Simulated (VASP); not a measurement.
A run of VASP 6.6.1:

INCAR

```
SYSTEM = AlN
PREC     = Accurate       ! precision mode
ENCUT    = 520            ! plane-wave cutoff, eV
EDIFF    = 1E-8           ! SCF threshold, eV
ISMEAR   = 0              ! smearing method
SIGMA    = 0.01           ! smearing width, eV
LREAL    = .False.        ! projectors in reciprocal space
LASPH    = .True.         ! aspherical terms in the spheres
NELM     = 60             ! most SCF steps
ALGO     = Normal         ! electronic algorithm
ISIF     = 2              ! what is computed and relaxed
LWAVE    = .False.        ! write WAVECAR
LCHARG   = .False.        ! write CHGCAR
GGA      = PE             ! functional
LEPSILON = .True.         ! dielectric tensor by DFPT
```

KPOINTS

```
regular mesh
0
Gamma
  10 10 10
  0 0 0
```

Contents of POSCAR:

```
AlN
1.0
    0.0000000000      2.0188685302      2.0188685302
    2.0188685302      0.0000000000      2.0188685302
    2.0188685302      2.0188685302      0.0000000000
Al N
1 1
Direct
    0.0000000000      0.0000000000      0.0000000000
    0.5000000000      0.5000000000      0.5000000000
```

Potentials or basis: VASP PAW PBE potentials, release 64 (Al, N).

Run with:

```bash
$ cat potpaw_PBE.64/Al/POTCAR potpaw_PBE.64/N/POTCAR > POTCAR
$ mpirun -np 1 vasp_std > vasp.out
```

Hardware: 1 thread of AMD EPYC 7R13 Processor (Zen 3) (shared host).

**Question.** How long does it take, and how much memory?

**Answer.** Run time: 65 s on 1 thread of AMD EPYC 7R13 Processor (Zen 3), with other jobs on the host, peak memory 0.13 GiB. Counts: scf iterations 87, k points 47.
